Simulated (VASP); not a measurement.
# ZrSi7O16 (a cell with a defect) in VASP: single point with PBE

Aim: the single point of ZrSi7O16 (a cell with a defect) with PBE.

All numbers are computed with VASP 6.6.1; they aren't measurements. Logs are shortened: lines on timing, memory, paths and dates and some standing lists are left out, and cuts for length are marked.

**1. The cell of the first run**

The cell holds a defect, 24 atoms: a = 7.108 Å, b = 7.108 Å, c = 7.372 Å, α = 90.00°, β = 90.00°, γ = 90.00°.

**2. Single point, PBE**

Contents of INCAR:

```
SYSTEM = ZrSi7O16
  ALGO = Normal
  EDIFF = 1E-6
  ENCUT = 520
  GGA = PE
  ISIF = 2
  ISMEAR = 0
  LASPH = .True.
  LCHARG = .True.
  LELF = .True.
  LREAL = Auto
  LVHAR = .True.
  LWAVE = .False.
  NBANDS = 86
  NELM = 60
  PREC = Accurate
  SIGMA = 0.02
```

Contents of KPOINTS:

```
Automatic mesh
0
Gamma
  2 2 2
  0.5 0.5 0.5
```

Contents of POSCAR:

```
ZrSi7O16
1.0
    5.0262964608     -5.0262964608      0.0000000000
   -5.0262964608     -5.0262964608      0.0000000000
    0.0000000000      0.0000000000     -7.3717295607
Zr Si O
1 7 16
Direct
    0.5000000000      0.5000000000      0.0000000000
    0.0000000000      0.5000000000      0.5266271526
    0.0000000000      1.0000000000      1.0000000000
    0.5000000000      1.0000000000      0.4733728474
    0.7703587229      0.2576719519      0.2641232127
    0.2576719519      0.2296412771      0.7358767873
    0.2296412771      0.7423280481      0.2641232127
    0.7423280481      0.7703587229      0.7358767873
    0.9306864302      0.3162197464      0.4115237679
    0.4452949279      0.2800849143      0.8509233517
    0.4252524521      0.8209983795      0.3546232436
    0.9081078200      0.8414628246      0.8701905865
    0.8414628246      0.0918921800      0.1298094135
    0.3162197464      0.0693135698      0.5884762321
    0.2800849143      0.5547050721      0.1490766483
    0.8209983795      0.5747475479      0.6453767564
    0.7199150857      0.4452949279      0.1490766483
    0.1790016205      0.4252524521      0.6453767564
    0.1585371754      0.9081078200      0.1298094135
    0.6837802536      0.9306864302      0.5884762321
    0.5747475479      0.1790016205      0.3546232436
    0.0918921800      0.1585371754      0.8701905865
    0.0693135698      0.6837802536      0.4115237679
    0.5547050721      0.7199150857      0.8509233517
```

Potentials or basis: VASP PAW PBE potentials, release 64 (Zr_sv, Si, O).

The run is started by

```console
$ cat potpaw_PBE.64/Zr_sv/POTCAR potpaw_PBE.64/Si/POTCAR potpaw_PBE.64/O/POTCAR > POTCAR
$ mpirun -np 1 vasp_std > vasp.out
```

OUTCAR:

```text
SYSTEM = ZrSi7O16
   EDIFF = 1E-6
   ENCUT = 520
   GGA = PE
   ISIF = 2
   ISMEAR = 0
   LASPH = .True.
   LREAL = Auto
   NELM = 60
   PREC = Accurate

 ion  position               nearest neighbor table
   1  0.500  0.500  0.000-  10 1.95  15 1.95  17 1.95  24 1.95   5 3.23   6 3.23   7 3.23   8 3.23

   2  0.000  0.500  0.527-  16 1.63  18 1.63   9 1.63  23 1.63   5 3.06   7 3.06   6 3.07   8 3.07

   3  0.000  0.000  0.000-  12 1.62  13 1.62  19 1.62  22 1.62   5 3.13   6 3.13   7 3.13   8 3.13

   4  0.500  0.000  0.473-  11 1.63  21 1.63  20 1.63  14 1.63   6 3.06   8 3.06   7 3.07   5 3.07

   5  0.770  0.258  0.264-  13 1.62  17 1.62   9 1.63  21 1.64   2 3.06   4 3.07   3 3.13   1 3.23

   6  0.258  0.230  0.736-  22 1.62  10 1.62  14 1.63  18 1.64   4 3.06   2 3.07   3 3.13   1 3.23

   7  0.230  0.742  0.264-  19 1.62  15 1.62  23 1.63  11 1.64   2 3.06   4 3.07   3 3.13   1 3.23

   8  0.742  0.770  0.736-  12 1.62  24 1.62  20 1.63  16 1.64   4 3.06   2 3.07   3 3.13   1 3.23

   9  0.931  0.316  0.412-   5 1.63   2 1.63
  10  0.445  0.280  0.851-   6 1.62   1 1.95
  11  0.425  0.821  0.355-   4 1.63   7 1.64
  12  0.908  0.841  0.870-   3 1.62   8 1.62
  13  0.841  0.092  0.130-   3 1.62   5 1.62
  14  0.316  0.069  0.588-   6 1.63   4 1.63
[... 8 lines left out ...]
  23  0.069  0.684  0.412-   7 1.63   2 1.63
  24  0.555  0.720  0.851-   8 1.62   1 1.95

  LATTYP: Found a simple tetragonal cell.
 ALAT       =     7.1082566234
 C/A-ratio  =     1.0370657605

  Lattice vectors:

 A1 = (   5.0262964608,  -5.0262964608,   0.0000000000)
 A2 = (  -5.0262964608,  -5.0262964608,   0.0000000000)
 A3 = (   0.0000000000,   0.0000000000,  -7.3717295607)

Analysis of symmetry for initial positions (statically):
=====================================================================
 Subroutine PRICEL returns:
 Original cell was already a primitive cell.

 Routine SETGRP: Setting up the symmetry group for a
 simple tetragonal supercell.

 Subroutine GETGRP returns: Found  4 space group operations
 (whereof  4 operations were pure point group operations)
 out of a pool of 16 trial point group operations.

The static configuration has the point symmetry S_4 .

Analysis of symmetry for dynamics (positions and initial velocities):
=====================================================================
 Subroutine PRICEL returns:
 Original cell was already a primitive cell.

 Routine SETGRP: Setting up the symmetry group for a
 simple tetragonal supercell.

 Subroutine GETGRP returns: Found  4 space group operations
 (whereof  4 operations were pure point group operations)
 out of a pool of 16 trial point group operations.

The dynamic configuration has the point symmetry S_4 .

 Subroutine INISYM returns: Found  4 space group operations
 (whereof  4 operations are pure point group operations),
 and found     1 'primitive' translations

----------------------------------------------------------------------------------------

                                     Primitive cell

  volume of cell :     372.4737

  direct lattice vectors                    reciprocal lattice vectors
     5.026296461 -5.026296461  0.000000000     0.099476822 -0.099476822  0.000000000
    -5.026296461 -5.026296461  0.000000000    -0.099476822 -0.099476822  0.000000000
     0.000000000  0.000000000 -7.371729561     0.000000000  0.000000000 -0.135653376

  length of vectors
     7.108256623  7.108256623  7.371729561     0.140681471  0.140681471  0.135653376

  position of ions in fractional coordinates (direct lattice)
     0.500000000  0.500000000  0.000000000
     0.000000000  0.500000000  0.526627153
     0.000000000  0.000000000  0.000000000
     0.500000000  0.000000000  0.473372847
     0.770358723  0.257671952  0.264123213
     0.257671952  0.229641277  0.735876787
[... 16 lines left out ...]
     0.069313570  0.683780254  0.411523768
     0.554705072  0.719915086  0.850923352

  ion indices of the primitive-cell ions
   primitive index   ion index
                 1           1
                 2           2
                 3           3
                 4           4
                 5           5
                 6           6
[... 16 lines left out ...]
                23          23
                24          24

----------------------------------------------------------------------------------------

 KPOINTS: Automatic mesh

Automatic generation of k-mesh.
 Grid dimensions read from file:
 generate k-points for:    2    2    2

 Generating k-lattice:

  Cartesian coordinates                     Fractional coordinates (reciprocal lattice)
     0.049738411 -0.049738411  0.000000000     0.500000000  0.000000000  0.000000000
    -0.049738411 -0.049738411  0.000000000     0.000000000  0.500000000  0.000000000
     0.000000000  0.000000000 -0.067826688     0.000000000  0.000000000  0.500000000

  Length of vectors
     0.070340736  0.070340736  0.067826688

  Shift w.r.t. Gamma in fractional coordinates (k-lattice)
     0.500000000  0.500000000  0.500000000

 Subroutine IBZKPT returns following result:
 ===========================================

 Found      1 irreducible k-points:

 Following reciprocal coordinates:
            Coordinates               Weight
  0.250000  0.250000  0.250000      8.000000
   k-points           NKPTS =      1   k-points in BZ     NKDIM =      1   number of bands    NBANDS=     86
   number of dos      NEDOS =    301   number of ions     NIONS =     24
   total plane-waves  NPLWV = 163296
   dimension x,y,z NGX =    54 NGY =   54 NGZ =   56
   dimension x,y,z NGXF=   108 NGYF=  108 NGZF=  112
   ions per type =               1   7  16
   NGX,Y,Z   is equivalent  to a cutoff of  12.63, 12.63, 12.63 a.u.
   NGXF,Y,Z  is equivalent  to a cutoff of  25.26, 25.26, 25.26 a.u.
 SYSTEM =  ZrSi7O16
   PREC   = accura    normal or accurate (medium, high low for compatibility)
   ISTART =      0    job   : 0-new  1-cont  2-samecut
   ICHARG =      2    charge: 1-file 2-atom 10-const
   ISPIN  =      1    spin polarized calculation?
   LNONCOLLINEAR =      F non collinear calculations
   LSORBIT =      F    spin-orbit coupling
   LASPH  =      T    aspherical Exc in radial PAW
   ENCUT  =  520.0 eV  38.22 Ry    6.18 a.u.  13.22 13.22 13.71*2*pi/ulx,y,z
   NELM   =     60;   NELMIN=  2; NELMDL= -5     # of ELM steps
   EDIFF  = 0.1E-05   stopping-criterion for ELM
   LREAL  =      T    real-space projection
   EDIFFG = 0.1E-04   stopping-criterion for IOM
   NSW    =      0    number of steps for IOM
   IBRION =     -1    ionic relax: 0-MD 1-quasi-New 2-CG
   NFREE  =      0    steps in history (QN), initial steepest desc. (CG)
   ISIF   =      2    stress and relaxation
   ISYM   =      2    0-nonsym 1-usesym 2-fastsym
   POTIM  = 0.5000    time-step for ionic-motion
   TEBEG  =    0.0;   TEEND  =   0.0 temperature during run
   PSTRESS=    0.0 pullay stress
   NELECT =     136.0000    total number of electrons
   NUPDOWN=      -1.0000    fix difference up-down
   EMIN   =  10.00;   EMAX   =-10.00  energy-range for DOS
   EFERMI =   0.00;   METHOD = LEGACY
   ISMEAR =     0;   SIGMA  =   0.02  broadening in eV -4-tet -1-fermi 0-gaus
   EFERMI_NEDOS =   21; number of points for ismear=-14 and -15
   IALGO  =     38    algorithm
   IMIX   =      4    mixing-type and parameters
     AMIX     =   0.40;   BMIX     =  1.00
     AMIX_MAG =   1.60;   BMIX_MAG =  1.00
  volume/ion in A,a.u.               =      15.52       104.73
  Fermi-wavevector in a.u.,A,eV,Ry     =   1.170099  2.211166 18.628167  1.369132
  Thomas-Fermi vector in A             =   2.306562
   LORBIT       =      0    0 simple, 1 ext, 2 COOP (PROOUT), +10 PAW based schemes
   GGA     = PE    functional components
   LHFCALC =     F    Hartree Fock is set to
   AEXX    =    0.0000 exact exchange contribution
   IVDW    =     0    specifies the selected vdW correction
   LEPSILON=     F    determine dielectric tensor
   LRPA    =     F    only Hartree local field effects (RPA)
 non-spin polarized calculation
 Gauss-broadening in eV      SIGMA  =   0.02
  energy-cutoff  :      520.00
  volume of cell :      372.47
 maximum number of plane-waves:     10023
 NGX is ok and might be reduce to    54
   NGX = 27   NGY = 27   NGZ = 27

 number of electron     135.9999994 magnetization

 Free energy of the ion-electron system (eV)
  ---------------------------------------------------
  ext. energy  EPLUGINS =         0.00000000
  ---------------------------------------------------
  free energy    TOTEN  =      -193.62607850 eV

  energy without entropy =     -193.62607850  energy(sigma->0) =     -193.62607850

 E-fermi :  -0.1971     XC(G=0):  -8.2211

 val. band max:       -0.3512449674   @ k =   0.2500   0.2500   0.2500
 cond. band min:       5.7524802277   @ k =   0.2500   0.2500   0.2500
 fundamental gap:      6.1037251951
 Fermi energy:        -0.1971350533

 k-point     1 :       0.2500    0.2500    0.2500
  band No.  band energies     occupation
      1     -46.8465      2.00000
      2     -25.2871      2.00000
      3     -25.2871      2.00000
      4     -25.2413      2.00000
      5     -19.1626      2.00000
      6     -18.8435      2.00000
[... 72 lines left out ...]
     79       8.9497      0.00000
     80       9.0980      0.00000
 [bands above 80 left out]

------------------------ aborting loop because EDIFF is reached ----------------------------------------

  FORCE on cell =-STRESS in cart. coord.  units (eV):
  Direction    XX          YY          ZZ          XY          YZ          ZX
  --------------------------------------------------------------------------------------
  -------------------------------------------------------------------------------------
  Total        4.0270275      4.0270275      6.5628105      0.0000000      0.0000000      0.0000000
  in kB       17.3220619     17.3220619     28.2296086      0.0000002      0.0000000      0.0000000
  external PRESSURE =      20.9579108 kB  Pullay stress =       0.0000000 kB

 VOLUME and BASIS-vectors are now :
 -----------------------------------------------------------------------------
  energy-cutoff  :      520.00
  volume of cell :      372.47
      direct lattice vectors                 reciprocal lattice vectors
     5.026296461 -5.026296461  0.000000000     0.099476822 -0.099476822  0.000000000
    -5.026296461 -5.026296461  0.000000000    -0.099476822 -0.099476822  0.000000000
     0.000000000  0.000000000 -7.371729561     0.000000000  0.000000000 -0.135653376

 POSITION                                       TOTAL-FORCE (eV/Angst)
 -----------------------------------------------------------------------------------
      0.00000     -5.02630      0.00000        -0.000000      0.000000      0.000000
     -2.51315     -2.51315     -3.88215        -0.000000      0.000000     -0.015068
      0.00000      0.00000      0.00000        -0.000000      0.000000      0.000000
      2.51315     -2.51315     -3.48958        -0.000000      0.000000      0.015068
      2.57692     -5.16719     -1.94704         0.029557      0.020288     -0.009449
      0.14089     -2.44938     -5.42468        -0.020288      0.029557      0.009449
[... 16 lines left out ...]
     -3.08849     -3.78527     -3.03364         0.004074     -0.000567      0.002396
     -0.83039     -6.40662     -6.27278        -0.035147      0.006691      0.001274
 -----------------------------------------------------------------------------------
    total drift:                               -0.000000      0.000001     -0.000000

  FREE ENERGIE OF THE ION-ELECTRON SYSTEM (eV)
  ---------------------------------------------------
  free  energy   TOTEN  =      -193.6260785033 eV

  energy  without entropy=     -193.6260785033  energy(sigma->0) =     -193.62607850
```

Wall time 98 s (1 thread of AMD EPYC 7R13 (Zen 3), shared host); peak memory 0.34 GiB.

What came out:

```yaml
Free_energy: -193.6261 eV
Pressure: 2.1 GPa
Largest_force: 0.037 eV/Å
Band_gap_on_the_k_mesh: 6.10 eV
```

Forces on the atoms (eV/Å):
```
Zr   0.000  0.000  0.000
Si   0.000  0.000 -0.015
Si   0.000  0.000  0.000
Si   0.000  0.000  0.015
Si   0.030  0.020 -0.009
Si  -0.020  0.030  0.009
Si  -0.030 -0.020 -0.009
Si   0.020 -0.030  0.009
O   -0.004  0.001  0.002
O    0.035 -0.007  0.001
O    0.003  0.003  0.005
O   -0.005  0.003  0.004
O   -0.003 -0.005 -0.004
O   -0.001 -0.004 -0.002
O    0.007  0.035 -0.001
O   -0.003  0.003 -0.005
O   -0.007 -0.035 -0.001
O    0.003 -0.003 -0.005
O    0.003  0.005 -0.004
O    0.001  0.004 -0.002
O   -0.003 -0.003  0.005
O    0.005 -0.003  0.004
O    0.004 -0.001  0.002
O   -0.035  0.007  0.001
```
